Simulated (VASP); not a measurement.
A run of VASP 6.6.1 is set up as follows.

Contents of INCAR:

```
SYSTEM = TiTe2
ALGO = Normal
EDIFF = 1E-6
EDIFFG = -0.001
ENCUT = 600
GGA = PS
IBRION = 2
ISIF = 3
ISMEAR = -1
LASPH = .TRUE.
LCHARG = .FALSE.
LREAL = .FALSE.
LWAVE = .FALSE.
NELM = 100
NSW = 80
PREC = Accurate
SIGMA = 0.15
```

Contents of KPOINTS:

```
k-points
0
G
  15 15 8
  0 0 0
```

File POSCAR:

```
TiTe2
1.0
    3.6959054375      0.0000000000      0.0000000000
   -1.8479527187      3.2007479988      0.0000000000
    0.0000000000      0.0000000000      6.4452016969
Ti Te
1 2
Direct
    0.0000000000      0.0000000000      0.0000000000
    0.6666666667      0.3333333333      0.2672751803
    0.3333333333      0.6666666667      0.7327248197
```

Potentials or basis: VASP PAW PBE potentials, release 64 (Ti_sv, Te).

The run is started by

```sh
$ cat potpaw_PBE.64/Ti_sv/POTCAR potpaw_PBE.64/Te/POTCAR > POTCAR
$ mpirun -np 1 vasp_std > vasp.out
```

Question: Estimate the space group after relaxing (to 0.05 Å).

Answer: P-3m1 (No. 164).

Question: Estimate the band gap on the k mesh.

Answer: Zero (band 12 reaches 7.78 eV, above the bottom of band 13 at 6.97 eV).

Question: What does it give for the relaxed cell?

Answer: a = 3.697 Å, b = 3.697 Å, c = 6.445 Å, α = 90.00°, β = 90.00°, γ = 120.00°.

Question: What does it give for the relaxed volume?

Answer: 25.43 Å³/atom.

Final structure:
```yaml
crystal:
  lattice:
    - [3.69674, 0.00000, 0.00000]
    - [-1.84837, 3.20147, 0.00000]
    - [0.00000, 0.00000, 6.44540]
  atoms:
    - { symbol: Ti, position: [0.00000, 0.00000, 0.00000] }
    - { symbol: Te, position: [0.66667, 0.33333, 0.26777] }
    - { symbol: Te, position: [0.33333, 0.66667, 0.73223] }
```

Caveat: the PAW data sets were made with another functional, which shifts forces and pressure a little; spin-orbit coupling is left out, which moves the levels of the heavy elements; this functional lacks dispersion, which binds the layers, so the pressure and a relaxed spacing across them are unreliable.
